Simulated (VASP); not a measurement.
Here is a VASP 6.6.1 calculation.

Contents of INCAR:

```
SYSTEM = Y2WC3
PREC     = Accurate       ! precision mode
ENCUT    = 600            ! plane-wave cutoff, eV
EDIFF    = 1E-6           ! SCF threshold, eV
ISMEAR   = 0              ! smearing method
SIGMA    = 0.1            ! smearing width, eV
LREAL    = .False.        ! projectors in reciprocal space
LASPH    = .True.         ! aspherical terms in the spheres
NELM     = 100            ! most SCF steps
ALGO     = Normal         ! electronic algorithm
ISIF     = 3              ! what is computed and relaxed
LWAVE    = .False.        ! write WAVECAR
LCHARG   = .False.        ! write CHGCAR
GGA      = PE             ! functional
IBRION   = 2              ! ionic algorithm
NSW      = 90             ! ionic steps
EDIFFG   = -0.04          ! ionic threshold
```

The input KPOINTS:

```
Automatic mesh
0
Gamma
  6 6 6
  0 0 0
```

File POSCAR:

```
Y2WC3
1.0
    5.6739744341      0.0000000000      0.0000000000
   -2.8369872170      4.9138060003      0.0000000000
    0.0000000000      0.0000000000      3.5279639486
Y W C
2 1 3
Direct
    0.6666666667      0.3333333333      0.0000000000
    0.3333333333      0.6666666667      0.0000000000
    0.0000000000      0.0000000000      0.0000000000
    0.5000000000      0.0000000000      0.5000000000
    0.5000000000      0.5000000000      0.5000000000
    0.0000000000      0.5000000000      0.5000000000
```

Potentials or basis: VASP PAW PBE potentials, release 64 (Y_sv, W_sv, C).

Launch:

```console
$ cat potpaw_PBE.64/Y_sv/POTCAR potpaw_PBE.64/W_sv/POTCAR potpaw_PBE.64/C/POTCAR > POTCAR
$ mpirun -np 1 vasp_std > vasp.out
```

Question: Predict the relaxed cell.

Answer: a = 5.673 Å, b = 5.673 Å, c = 3.516 Å, α = 90.00°, β = 90.00°, γ = 120.00°.

Question: Predict the band gap on the k mesh.

Answer: Zero (bands 24 and 25 overlap by 0.95 eV).

Question: What does it give for the relaxed volume?

Answer: 16.33 Å³/atom.

Step by step:
| step | energy change (eV) | largest force (eV/Å) | pressure (GPa) | volume (Å³) |
| --- | --- | --- | --- | --- |
| 1 | 0.0000 | 0.0000 | -0.25 | 98.36 |
| 2 | -0.0006 | 0.0000 | 0.24 | 98.00 |

Caveat: spin-orbit coupling is left out, which moves the levels of the heavy elements.
